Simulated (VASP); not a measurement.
InSe:

```
In Se
1.0
     2.00000    1.15470    8.44000
    -2.00000    1.15470    8.44000
     0.00000   -2.30940    8.44000
In Se
2 2
Direct
  0.00000 0.00000 0.00000
  0.11140 0.11140 0.11140
  0.61650 0.61650 0.61650
  0.82810 0.82810 0.82810
```

Base run:

- Program: VASP 6.6.1
- Functional: PBEsol
- Potentials or basis: VASP PAW PBE potentials, release 64 (In_d, Se)
- Cutoff: 520 eV
- k mesh: 6 × 6 × 6
- Occupations: gaussian, width 0.01 eV
- Spin: no spin polarisation

Its results: band gap on the k mesh 0.33 eV, direct; pressure 0.2 GPa; largest force 0.318 eV/Å.

Q: The run is repeated on the same cell with these changes: functional from PBEsol to BLYP. What comes out?

A: Band gap on the k mesh 0.39 eV, direct; pressure 5.8 GPa; largest force 0.456 eV/Å.

BLYP binds less tightly than PBEsol, so the same cell stands under more pressure.

Caveats: the PAW data sets were made with another functional, which shifts forces and pressure a little; spin-orbit coupling is left out, which moves the levels of the heavy elements.

A k mesh can miss the band edges.
